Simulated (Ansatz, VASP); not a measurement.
# BaTe in VASP and in Ansatz

The input INCAR:

```
SYSTEM = BaTe
PREC     = Accurate       ! precision mode
ENCUT    = 520            ! plane-wave cutoff, eV
EDIFF    = 1E-7           ! SCF threshold, eV
ISMEAR   = 0              ! smearing method
SIGMA    = 0.05           ! smearing width, eV
LREAL    = .False.        ! projectors in reciprocal space
LASPH    = .True.         ! aspherical terms in the spheres
NELM     = 80             ! most SCF steps
ALGO     = Normal         ! electronic algorithm
ISIF     = 2              ! what is computed and relaxed
LWAVE    = .False.        ! write WAVECAR
LCHARG   = .False.        ! write CHGCAR
GGA      = RP             ! functional
NBANDS   = 24             ! bands
```

The input KPOINTS:

```
Automatic mesh
0
Gamma
  6 6 8
  0 0 0
```

POSCAR

```
BaTe
1.0
    6.0014404072      0.0000000000      0.0000000000
    0.0000000000      6.0014404072      0.0000000000
    0.0000000000      0.0000000000      4.2436295593
Ba Te
2 2
Direct
    0.5000000000      0.0000000000      0.4999515426
    0.0000000000      0.5000000000      0.5000484574
    0.0000000000      0.0000000000      0.0000000000
    0.5000000000      0.5000000000      0.0000000000
```

Input for Ansatz:

```yaml
crystal:
  lattice:
    - [6.0014404072, 0.0, 0.0]
    - [0.0, 6.0014404072, 0.0]
    - [0.0, 0.0, 4.2436295593]
  atoms:
    - { symbol: Ba, position: [0.5, 0.0, 0.4999515426] }
    - { symbol: Ba, position: [0.0, 0.5, 0.5000484574] }
    - { symbol: Te, position: [0.0, 0.0, 0.0] }
    - { symbol: Te, position: [0.5, 0.5, 0.0] }
basis:
  ecutwfc: 420
  ecutrho_ratio: 4
kpoints:
  mp_grid: { grid: [6, 6, 8] }
hamiltonian:
  xc: rpbe
scf:
  occupations: { method: gaussian, width: 0.05 }
output:
  forces: true
  stress: true
  write_density: true
  write_potential: true
  elf: true
  volumetric_format: npy
```

Alike in both runs: task single point; functional RPBE; k mesh 6 × 6 × 8; occupations gaussian, width 0.05 eV; no spin polarisation.

```csv
,VASP,Ansatz
version,VASP 6.6.1,Ansatz 0.2.0
potentials or method,"VASP PAW PBE potentials, release 64 (Ba_sv, Te), cutoff 520 eV","scalar-relativistic, plane waves, PAW"
valence electrons in the cell,32,52
```

|  | VASP | Ansatz | Ansatz less VASP |
| --- | --- | --- | --- |
| gap on the k mesh at the Fermi level (eV) | 0.85 | 0.96 | +0.103 |
| pressure (GPa) | 1.8 | 1.4 | -0.46 |

VASP's potentials were made for PBE, not for RPBE. The functional is the same, so the differences come from potentials, cutoffs and numerics. VASP's potentials hold 32 valence electrons a cell and Ansatz's 52, so a difference there can come from the potentials and not from the codes.

Neither program's run includes spin-orbit coupling.
